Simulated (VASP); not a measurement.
# Be2CdO3 (P-3m1) in VASP: single point with PBE

Aim: the single point of Be2CdO3 with PBE.

All numbers are computed with VASP 6.6.1; they aren't measurements. Logs are shortened: lines on timing, memory, paths and dates and some standing lists are left out, and cuts for length are marked.

### 1 The cell of the first run

The structure is trigonal, space group P-3m1 (No. 164). Conventional cell: a = 2.808 Å, b = 2.808 Å, c = 7.364 Å, α = 90.00°, β = 90.00°, γ = 120.00°. Be (site symmetry 3m) has 6 O at 1.88 to 1.93 Å within 2.5 Å. Within 3.1 Å of Cd (site symmetry -3m) lie 6 O at 2.33 Å and 6 Cd at 2.81 Å and 6 Be at 3.09 Å. Within 2.6 Å of O (site symmetry 3m) lie 3 Be at 1.88 Å and 3 Cd at 2.33 Å and 3 O at 2.58 Å. O (site symmetry -3m) has 6 Be at 1.93 Å and 6 O at 2.58 Å within 2.6 Å.

The cell was generated, and may not be a known phase.

### 2 Single point, PBE

The input, INCAR:

```
SYSTEM = Be2CdO3
PREC     = Accurate       ! precision mode
ENCUT    = 700            ! plane-wave cutoff, eV
EDIFF    = 1E-6           ! SCF threshold, eV
ISMEAR   = 0              ! smearing method
SIGMA    = 0.15           ! smearing width, eV
LREAL    = .False.        ! projectors in reciprocal space
LASPH    = .True.         ! aspherical terms in the spheres
NELM     = 120            ! most SCF steps
ALGO     = Normal         ! electronic algorithm
ISIF     = 2              ! what is computed and relaxed
LWAVE    = .False.        ! write WAVECAR
LCHARG   = .False.        ! write CHGCAR
GGA      = PE             ! functional
NBANDS   = 30             ! bands
GGA_COMPAT= .False.
```

The input, KPOINTS:

```
regular mesh
0
Gamma
  4 4 2
  0 0 0
```

The input, POSCAR:

```
Be2CdO3
1.0
    2.8082981754     -0.0000000022      0.0000000000
   -1.4041490858      2.4320575624      0.0000000000
    0.0000000000      0.0000000000      7.3641424796
Be Cd O
2 1 3
Direct
    0.3333333333      0.6666666667      0.3570538501
    0.6666666667      0.3333333333      0.6429461499
    0.0000000000      0.0000000000      0.0000000000
    0.3333333333      0.6666666667      0.7731533590
    0.6666666667      0.3333333333      0.2268466410
    0.0000000000      0.0000000000      0.5000000000
```

Potentials or basis: VASP PAW PBE potentials, release 64 (Be, Cd_sv_GW, O).

Command:

```bash
> cat potpaw_PBE.64/Be/POTCAR potpaw_PBE.64/Cd_sv_GW/POTCAR potpaw_PBE.64/O/POTCAR > POTCAR
> mpirun -np 1 vasp_std > vasp.out
```

OUTCAR:

```text
SYSTEM = Be2CdO3
   PREC = Accurate
   ENCUT = 700
   EDIFF = 1E-6
   ISMEAR = 0
   LREAL = .False.
   LASPH = .True.
   NELM = 120
   ISIF = 2
   GGA = PE

 ion  position               nearest neighbor table
   1  0.333  0.667  0.357-   5 1.88   5 1.88   5 1.88   6 1.93   6 1.93   6 1.93
   2  0.667  0.333  0.643-   4 1.88   4 1.88   4 1.88   6 1.93   6 1.93   6 1.93
   3  0.000  0.000  0.000-
   4  0.333  0.667  0.773-   2 1.88   2 1.88   2 1.88
   5  0.667  0.333  0.227-   1 1.88   1 1.88   1 1.88
   6  0.000  0.000  0.500-   1 1.93   2 1.93   2 1.93   1 1.93   2 1.93   1 1.93

  LATTYP: Found a hexagonal cell.
 ALAT       =     2.8082981754
 C/A-ratio  =     2.6222794090

  Lattice vectors:

 A1 = (   2.8082981754,  -0.0000000022,   0.0000000000)
 A2 = (  -1.4041490858,   2.4320575624,   0.0000000000)
 A3 = (   0.0000000000,   0.0000000000,   7.3641424796)

Analysis of symmetry for initial positions (statically):
=====================================================================
 Subroutine PRICEL returns:
 Original cell was already a primitive cell.

 Routine SETGRP: Setting up the symmetry group for a
 hexagonal supercell.

 Subroutine GETGRP returns: Found 12 space group operations
 (whereof 12 operations were pure point group operations)
 out of a pool of 24 trial point group operations.

The static configuration has the point symmetry D_3d.

Analysis of symmetry for dynamics (positions and initial velocities):
=====================================================================
 Subroutine PRICEL returns:
 Original cell was already a primitive cell.

 Routine SETGRP: Setting up the symmetry group for a
 hexagonal supercell.

 Subroutine GETGRP returns: Found 12 space group operations
 (whereof 12 operations were pure point group operations)
 out of a pool of 24 trial point group operations.

The dynamic configuration has the point symmetry D_3d.

 Subroutine INISYM returns: Found 12 space group operations
 (whereof 12 operations are pure point group operations),
 and found     1 'primitive' translations

----------------------------------------------------------------------------------------

                                     Primitive cell

  volume of cell :      50.2967

  direct lattice vectors                    reciprocal lattice vectors
     2.808298175 -0.000000002  0.000000000     0.356087544  0.205587239  0.000000000
    -1.404149086  2.432057562  0.000000000     0.000000000  0.411174479  0.000000000
     0.000000000  0.000000000  7.364142480     0.000000000  0.000000000  0.135793136

  length of vectors
     2.808298175  2.808298175  7.364142480     0.411174479  0.411174479  0.135793136

  position of ions in fractional coordinates (direct lattice)
     0.333333333  0.666666667  0.357053850
     0.666666667  0.333333333  0.642946150
     0.000000000  0.000000000  0.000000000
     0.333333333  0.666666667  0.773153359
     0.666666667  0.333333333  0.226846641
     0.000000000  0.000000000  0.500000000

  ion indices of the primitive-cell ions
   primitive index   ion index
                 1           1
                 2           2
                 3           3
                 4           4
                 5           5
                 6           6

----------------------------------------------------------------------------------------

 KPOINTS: regular mesh

Automatic generation of k-mesh.
 Grid dimensions read from file:
 generate k-points for:    4    4    2

 Generating k-lattice:

  Cartesian coordinates                     Fractional coordinates (reciprocal lattice)
     0.089021886  0.051396810  0.000000000     0.250000000  0.000000000  0.000000000
     0.000000000  0.102793620  0.000000000     0.000000000  0.250000000  0.000000000
     0.000000000  0.000000000  0.067896568     0.000000000  0.000000000  0.500000000

  Length of vectors
     0.102793620  0.102793620  0.067896568

  Shift w.r.t. Gamma in fractional coordinates (k-lattice)
     0.000000000  0.000000000  0.000000000

 Subroutine IBZKPT returns following result:
 ===========================================

 Found      8 irreducible k-points:

 Following reciprocal coordinates:
            Coordinates               Weight
  0.000000  0.000000  0.000000      1.000000
  0.250000 -0.000000  0.000000      6.000000
  0.500000 -0.000000  0.000000      3.000000
  0.250000  0.250000  0.000000      6.000000
  0.000000  0.000000  0.500000      1.000000
  0.250000 -0.000000  0.500000      6.000000
  0.500000 -0.000000  0.500000      3.000000
  0.250000  0.250000  0.500000      6.000000
   k-points           NKPTS =      8   k-points in BZ     NKDIM =      8   number of bands    NBANDS=     30
   number of dos      NEDOS =    301   number of ions     NIONS =      6
   total plane-waves  NPLWV =  36864
   dimension x,y,z NGX =    24 NGY =   24 NGZ =   64
   dimension x,y,z NGXF=    48 NGYF=   48 NGZF=  128
   ions per type =               2   1   3
   NGX,Y,Z   is equivalent  to a cutoff of  14.21, 14.21, 14.45 a.u.
   NGXF,Y,Z  is equivalent  to a cutoff of  28.42, 28.42, 28.90 a.u.
 SYSTEM =  Be2CdO3
   PREC   = accura    normal or accurate (medium, high low for compatibility)
   ISTART =      0    job   : 0-new  1-cont  2-samecut
   ICHARG =      2    charge: 1-file 2-atom 10-const
   ISPIN  =      1    spin polarized calculation?
   LNONCOLLINEAR =      F non collinear calculations
   LSORBIT =      F    spin-orbit coupling
   LASPH  =      T    aspherical Exc in radial PAW
   ENCUT  =  700.0 eV  51.45 Ry    7.17 a.u.   6.06  6.06 15.89*2*pi/ulx,y,z
   NELM   =    120;   NELMIN=  2; NELMDL= -5     # of ELM steps
   EDIFF  = 0.1E-05   stopping-criterion for ELM
   LREAL  =      F    real-space projection
   EDIFFG = 0.1E-04   stopping-criterion for IOM
   NSW    =      0    number of steps for IOM
   IBRION =     -1    ionic relax: 0-MD 1-quasi-New 2-CG
   NFREE  =      0    steps in history (QN), initial steepest desc. (CG)
   ISIF   =      2    stress and relaxation
   ISYM   =      2    0-nonsym 1-usesym 2-fastsym
   POTIM  = 0.5000    time-step for ionic-motion
   TEBEG  =    0.0;   TEEND  =   0.0 temperature during run
   PSTRESS=    0.0 pullay stress
   NELECT =      42.0000    total number of electrons
   NUPDOWN=      -1.0000    fix difference up-down
   EMIN   =  10.00;   EMAX   =-10.00  energy-range for DOS
   EFERMI =   0.00;   METHOD = LEGACY
   ISMEAR =     0;   SIGMA  =   0.15  broadening in eV -4-tet -1-fermi 0-gaus
   EFERMI_NEDOS =   21; number of points for ismear=-14 and -15
   IALGO  =     38    algorithm
   IMIX   =      4    mixing-type and parameters
     AMIX     =   0.40;   BMIX     =  1.00
     AMIX_MAG =   1.60;   BMIX_MAG =  1.00
  volume/ion in A,a.u.               =       8.38        56.57
  Fermi-wavevector in a.u.,A,eV,Ry     =   1.541623  2.913245 32.335626  2.376601
  Thomas-Fermi vector in A             =   2.647543
   LORBIT       =      0    0 simple, 1 ext, 2 COOP (PROOUT), +10 PAW based schemes
   GGA     = PE    functional components
   LHFCALC =     F    Hartree Fock is set to
   AEXX    =    0.0000 exact exchange contribution
   IVDW    =     0    specifies the selected vdW correction
   LEPSILON=     F    determine dielectric tensor
   LRPA    =     F    only Hartree local field effects (RPA)
 non-spin polarized calculation
 Gauss-broadening in eV      SIGMA  =   0.15
  energy-cutoff  :      700.00
  volume of cell :       50.30
 maximum number of plane-waves:      2128
   NGX = 13   NGY = 13   NGZ = 31

 number of electron      42.0000003 magnetization

 Free energy of the ion-electron system (eV)
  ---------------------------------------------------
  ext. energy  EPLUGINS =         0.00000000
  ---------------------------------------------------
  free energy    TOTEN  =       -32.63154017 eV

  energy without entropy =      -32.63154017  energy(sigma->0) =      -32.63154017

 E-fermi :   6.5332     XC(G=0): -12.1249

 val. band max:        5.6146409902   @ k =   0.5000  -0.0000   0.5000
 cond. band min:       7.4167810572   @ k =   0.0000   0.0000   0.0000
 fundamental gap:      1.8021400669
 Fermi energy:         6.5331949459

 k-point     1 :       0.0000    0.0000    0.0000
  band No.  band energies     occupation
      1     -95.8415      2.00000
      2     -56.9495      2.00000
      3     -56.9495      2.00000
      4     -56.7758      2.00000
      5     -13.0786      2.00000
      6     -12.1764      2.00000
[... 22 lines left out ...]
     29      19.7115      0.00000
     30      20.2570      0.00000

 k-point     2 :       0.2500   -0.0000    0.0000
  band No.  band energies     occupation
      1     -95.8362      2.00000
      2     -57.0066      2.00000
      3     -56.9641      2.00000
      4     -56.7690      2.00000
      5     -12.3905      2.00000
      6     -11.7339      2.00000
[... 22 lines left out ...]
     29      19.1206      0.00000
     30      19.7184      0.00000

 k-point     3 :       0.5000   -0.0000    0.0000
  band No.  band energies     occupation
      1     -95.8308      2.00000
      2     -57.0633      2.00000
      3     -56.9786      2.00000
      4     -56.7622      2.00000
      5     -11.4578      2.00000
      6     -11.1170      2.00000
[... 22 lines left out ...]
     29      18.8594      0.00000
     30      19.5461      0.00000

 k-point     4 :       0.2500    0.2500    0.0000
  band No.  band energies     occupation
      1     -95.8308      2.00000
      2     -57.0422      2.00000
      3     -56.9998      2.00000
      4     -56.7622      2.00000
      5     -11.4158      2.00000
      6     -11.2097      2.00000
[... 22 lines left out ...]
     29      18.2882      0.00000
     30      18.4374      0.00000

 k-point     5 :       0.0000    0.0000    0.5000
  band No.  band energies     occupation
      1     -95.8415      2.00000
      2     -56.9495      2.00000
      3     -56.9495      2.00000
      4     -56.7758      2.00000
      5     -12.9346      2.00000
      6     -12.4792      2.00000
[... 22 lines left out ...]
     29      20.0877      0.00000
     30      20.0877      0.00000

 k-point     6 :       0.2500   -0.0000    0.5000
  band No.  band energies     occupation
      1     -95.8362      2.00000
      2     -57.0066      2.00000
      3     -56.9641      2.00000
      4     -56.7690      2.00000
      5     -12.3148      2.00000
      6     -11.8735      2.00000
[... 22 lines left out ...]
     29      18.7241      0.00000
     30      19.8124      0.00000

 k-point     7 :       0.5000   -0.0000    0.5000
  band No.  band energies     occupation
      1     -95.8308      2.00000
      2     -57.0633      2.00000
      3     -56.9786      2.00000
      4     -56.7622      2.00000
      5     -11.3393      2.00000
      6     -11.2871      2.00000
[... 22 lines left out ...]
     29      19.1423      0.00000
     30      19.3702      0.00000

 k-point     8 :       0.2500    0.2500    0.5000
  band No.  band energies     occupation
      1     -95.8308      2.00000
      2     -57.0422      2.00000
      3     -56.9998      2.00000
      4     -56.7622      2.00000
      5     -11.4320      2.00000
      6     -11.1801      2.00000
[... 22 lines left out ...]
     29      18.0345      0.00000
     30      18.8833      0.00000

------------------------ aborting loop because EDIFF is reached ----------------------------------------

  FORCE on cell =-STRESS in cart. coord.  units (eV):
  Direction    XX          YY          ZZ          XY          YZ          ZX
  --------------------------------------------------------------------------------------
  -------------------------------------------------------------------------------------
  Total       -0.0618079     -0.0618079      0.0116207      0.0000000     -0.0000000      0.0000000
  in kB       -1.9688621     -1.9688621      0.3701722      0.0000000     -0.0000000      0.0000000
  external PRESSURE =      -1.1891840 kB  Pullay stress =       0.0000000 kB

 VOLUME and BASIS-vectors are now :
 -----------------------------------------------------------------------------
  energy-cutoff  :      700.00
  volume of cell :       50.30
      direct lattice vectors                 reciprocal lattice vectors
     2.808298175 -0.000000002  0.000000000     0.356087544  0.205587239  0.000000000
    -1.404149086  2.432057562  0.000000000     0.000000000  0.411174479  0.000000000
     0.000000000  0.000000000  7.364142480     0.000000000  0.000000000  0.135793136

 POSITION                                       TOTAL-FORCE (eV/Angst)
 -----------------------------------------------------------------------------------
      0.00000      1.62137      2.62940        -0.000000     -0.000000     -0.003189
      1.40415      0.81069      4.73475        -0.000000     -0.000000      0.003189
      0.00000      0.00000      0.00000        -0.000000     -0.000000      0.000000
      0.00000      1.62137      5.69361        -0.000000      0.000000      0.005291
      1.40415      0.81069      1.67053         0.000000      0.000000     -0.005291
      0.00000      0.00000      3.68207        -0.000000     -0.000000      0.000000
 -----------------------------------------------------------------------------------
    total drift:                                0.000000     -0.000000     -0.000000

  FREE ENERGIE OF THE ION-ELECTRON SYSTEM (eV)
  ---------------------------------------------------
  free  energy   TOTEN  =       -32.6315401665 eV

  energy  without entropy=      -32.6315401665  energy(sigma->0) =      -32.63154017
```

Wall time 20 s (1 thread of AMD EPYC 7R13 (Zen 3), shared host); peak memory 0.16 GiB.

What came out:

```yaml
Free_energy: -32.6315 eV
Pressure: -0.1 GPa
Largest_force: 0.005 eV/Å
Band_gap_on_the_k_mesh: 1.80 eV (least direct gap 2.16 eV)
```

Forces in eV/Å, atoms in the order of the input:
```
Be   0.000  0.000 -0.003
Be   0.000  0.000  0.003
Cd   0.000  0.000  0.000
O    0.000  0.000  0.005
O    0.000  0.000 -0.005
O    0.000  0.000  0.000
```

Levels at points of the mesh, in eV from the valence-band top:
```
           k point  band 17  band 18  band 19  band 20  band 21  band 22  band 23  band 24  band 25  band 26
(0.00, 0.00, 0.00)    -0.55    -0.37    -0.37    -0.36    -0.36     1.80     6.81     6.87     9.68    11.77
(0.50, 0.00, 0.00)    -2.39    -1.48    -1.39    -1.12    -0.61     4.51     5.60     8.72    10.31    10.47
(0.00, 0.00, 0.50)    -0.67    -0.59    -0.59    -0.23    -0.23     2.77     6.32     6.78    10.11    11.62
(0.50, 0.00, 0.50)    -2.33    -2.01    -1.75    -0.22     0.00     3.97     5.84     8.84     9.93    10.97
```

Caveat: the k points lie up to 0.65 Å⁻¹ apart.
